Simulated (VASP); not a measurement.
Set up this calculation in VASP 6.6.1, as the native input.

* Task: electric field gradients
* Functional: PBE
* Potentials or basis: VASP PAW PBE potentials, release 64 (Si, O)
* Cutoff: 520 eV
* k mesh: 5 × 5 × 4
* Occupations: fermi-dirac, width 0.02 eV
* Spin: no spin polarisation
* Dipole correction: no
* Further INCAR settings: ALGO = Normal; EDIFF = 1e-08; NBANDS = 44

The structure of SiO2 lies in POSCAR:

```
SiO2
1.0
    4.9717000000      0.0000000000      0.0000000000
    0.0000000000      4.9717000000      0.0000000000
    0.0000000000      0.0000000000      6.9223000000
Si O
4 8
Direct
    0.3002800000      0.3002800000      0.0000000000
    0.1997200000      0.8002800000      0.2500000000
    0.6997200000      0.6997200000      0.5000000000
    0.8002800000      0.1997200000      0.7500000000
    0.2392000000      0.1044000000      0.1787000000
    0.3956000000      0.7392000000      0.4287000000
    0.7608000000      0.8956000000      0.6787000000
    0.6044000000      0.2608000000      0.9287000000
    0.7392000000      0.3956000000      0.5713000000
    0.8956000000      0.7608000000      0.3213000000
    0.2608000000      0.6044000000      0.0713000000
    0.1044000000      0.2392000000      0.8213000000
```

One way to write it, as run:

INCAR

```
SYSTEM = SiO2
  ALGO = Normal
  EDIFF = 1E-8
  ENCUT = 520
  GGA = PE
  ISIF = 2
  ISMEAR = -1
  LASPH = .TRUE.
  LCHARG = .FALSE.
  LEFG = .TRUE.
  LREAL = .FALSE.
  LWAVE = .FALSE.
  NBANDS = 44
  NELM = 80
  PREC = Accurate
  SIGMA = 0.02
```

KPOINTS

```
k-points
0
G
  5 5 4
  0 0 0
```

Potentials or basis: VASP PAW PBE potentials, release 64 (Si, O).

The run is started by

```bash
$ cat potpaw_PBE.64/Si/POTCAR potpaw_PBE.64/O/POTCAR > POTCAR
$ mpirun -np 1 vasp_std > vasp.out
```

Results of the run:

The pressure is 7.8 GPa and the largest force is 0.463 eV/Å. The band gap on the k mesh is 5.80 eV. The largest electric field gradient by atom is Si -3.9; O +86.3 V/Å².

Caveat: the cell stands under pressure; without QUAD_EFG the Cq values of the log hold for a quadrupole moment of 1 mb, not for the nuclei; an odd mesh through Γ misses points on the zone boundary, where band edges can lie.

Run time: 3.3 min on 1 thread of Intel Xeon 8259CL, with other jobs on the host, peak memory 0.32 GiB.
